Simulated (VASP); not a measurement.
Here is a VASP 6.6.1 calculation.

File INCAR:

```
  PREC = Accurate
  ENCUT = 520
  EDIFF = 1E-6
  ISMEAR = -1
  SIGMA = 0.02
  LREAL = Auto
  LASPH = T
  NELM = 60
  ALGO = Normal
  ISIF = 2
  LWAVE = F
  LCHARG = F
  GGA = PE
  NBANDS = 154
```

KPOINTS

```
Automatic mesh
0
Gamma
  1 1 1
```

File POSCAR:

```
CF4
1.0
    8.9958830000      0.0000000000      0.0000000000
    0.0000000000      8.9958830000      0.0000000000
    0.0000000000      0.0000000000      8.9958830000
C F
8 32
Direct
    0.7081683921      0.6100901935      0.6709958322
    0.0930203294      0.4416798218      0.4002497587
    0.7438402656      0.7112253461      0.1314712519
    0.3822192885      0.1846177857      0.7701523019
    0.1748466493      0.9516464365      0.3488040029
    0.2219904372      0.6755090078     -0.0478774568
    0.6016641168      0.2039377346      0.2607192646
    0.9285469809      0.2060831605      0.8442639816
    0.8356489296      0.6864251125      0.6567671011
    0.7187176623      0.5194153815      0.7918400006
    0.5882579842      0.6969632664      0.6847576830
    0.6822454227      0.5223834058      0.5534531741
    0.0645072863      0.4928921374      0.5400915063
    0.0671974057      0.2985365639      0.4020950473
    0.0071921789      0.5119119491      0.3024716973
    0.2359634957      0.4636565416      0.3605871708
    0.8632393285      0.8056240838      0.1202438938
    0.7127927297      0.6910939148      0.2732027529
    0.6277982940      0.7618818520      0.0630732970
    0.7933073385      0.5814437560      0.0667082931
    0.3392329580      0.2702680771      0.8792244185
    0.3637886353      0.0351938770      0.8006884927
    0.2871535790      0.2199005923      0.6509866791
    0.5260962153      0.2074393364      0.7445961669
    0.3032498311      1.0226011165      0.3918903792
    0.1813162755      0.8139167661      0.4043960999
    0.0623952090      1.0281703308      0.4046073076
    0.1680657696      0.9465552186      0.1977348972
    0.3243261390      0.7924625076     -0.0383953415
    0.1948446862      0.6112240455      0.0812593939
    0.0925089844      0.7260654679     -0.0974223431
    0.2834963505      0.5769194642     -0.1451886380
    0.6129137073      0.0580376601      0.2841855547
    0.7342025235      0.2695566405      0.2649656515
    0.5358895842      0.2301163766      0.1350617833
    0.5262629583      0.2660550387      0.3787399191
    0.8670188352      0.2407545763      0.7088353639
    0.8287680042      0.1272359812      0.9251565411
    1.0483906916      0.1277028614      0.8365382253
    0.9603393019      0.3359536801      0.9120171972
```

Potentials or basis: VASP PAW PBE potentials, release 64 (C, F).

Launch:

```bash
$ cat potpaw_PBE.64/C/POTCAR potpaw_PBE.64/F/POTCAR > POTCAR
$ mpirun -np 1 vasp_gam > vasp.out
```

Task: What does it give for the largest force?

Result: 2.878 eV/Å.

Task: Estimate the pressure.

Result: 0.5 GPa.

Task: What does it give for the band gap on the k mesh?

Result: 8.52 eV.

Forces on the atoms (eV/Å):
```
C   -0.390 -1.208  0.414
C    0.511  0.708  0.691
C    2.732 -0.841 -0.338
C   -1.130 -1.184 -1.309
C    1.535  0.411 -0.030
C    1.242  0.718 -0.957
C    0.162  0.613  2.509
C   -1.872  1.264  0.137
F   -0.491  0.128 -0.090
F   -0.014  0.524 -0.218
F    0.241  0.713  0.317
F    0.490 -0.083 -0.581
F    0.380  0.308 -0.478
F   -0.449 -1.145 -0.334
F   -0.506  0.161 -0.165
F    0.098  0.241  0.384
F   -0.705  0.201  0.072
F   -0.158 -0.337  0.895
F   -1.167  0.657 -1.020
F   -0.729  0.434  0.592
F   -0.290  0.327  1.331
F    0.000  1.294 -0.137
F    1.619 -0.483  0.727
F   -0.037  0.142 -0.688
F   -0.451 -0.285 -0.542
F   -0.378 -0.210 -0.097
F   -0.696 -0.367 -0.047
F   -0.087  0.083  0.751
F   -1.216 -1.207  0.406
F    0.678 -0.179  0.638
F   -0.157  0.378 -0.666
F   -0.492  0.254  0.418
F    0.176 -0.484 -0.059
F    1.021 -0.051 -0.464
F   -0.910  0.311 -1.354
F   -0.367 -0.384 -0.632
F    0.590 -0.666  0.623
F   -0.242  0.330 -0.115
F    1.609 -1.125 -0.799
F   -0.149  0.039  0.213
```

Caveat: the k points lie up to 0.70 Å⁻¹ apart.
